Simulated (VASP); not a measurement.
Write the native input for VASP 6.6.1 that does the following.

| Item | Value |
| --- | --- |
| Task | single point |
| Functional | LDA |
| Potentials or basis | VASP PAW LDA potentials, release 64 (K_sv, Br) |
| Cutoff | 520 eV |
| k mesh | 6 × 6 × 4 |
| Occupations | gaussian, width 0.05 eV |
| Spin | no spin polarisation |
| Dipole correction | no |
| Further INCAR settings | ALGO = Normal; EDIFF = 1e-06; NBANDS = 24 |

The structure of KBr lies in POSCAR:

```
KBr
1.0
    3.8300121826      0.0000000000      0.0000000000
    0.0000000000      3.8300121826      0.0000000000
    0.0000000000      0.0000000000      7.6600243652
K Br
2 2
Direct
    0.0000000000      0.0000000000      0.0000000000
    0.0000000000      0.0000000000      0.5000000000
    0.4709139306      0.5000000000      0.2500000000
    0.5290860694      0.5000000000      0.7500000000
```

This cell differs from its parent crystal: atoms displaced along a vibrational mode.

One way to write it, as run:

INCAR

```
PREC = Accurate
ENCUT = 520
EDIFF = 1E-6
ISMEAR = 0
SIGMA = 0.05
LREAL = False
LASPH = True
NELM = 100
ALGO = Normal
ISIF = 2
LWAVE = False
LCHARG = False
NBANDS = 24
```

KPOINTS

```
Automatic mesh
0
Gamma
  6 6 4
```

Potentials or basis: VASP PAW LDA potentials, release 64 (K_sv, Br).

Command:

```bash
$ cat potpaw_LDA.64/K_sv/POTCAR potpaw_LDA.64/Br/POTCAR > POTCAR
$ mpirun -np 1 vasp_std > vasp.out
```

It gave:

* Pressure: 0.2 GPa
* Largest force: 0.113 eV/Å
* Band gap on the k mesh: 4.04 eV

Caveat: the cell differs from its parent crystal (atoms displaced along a vibrational mode).

Wall time 35 s on 1 thread of Intel(R) Xeon(R) 6975P-C (Granite Rapids) (shared host), peak memory 0.24 GiB.
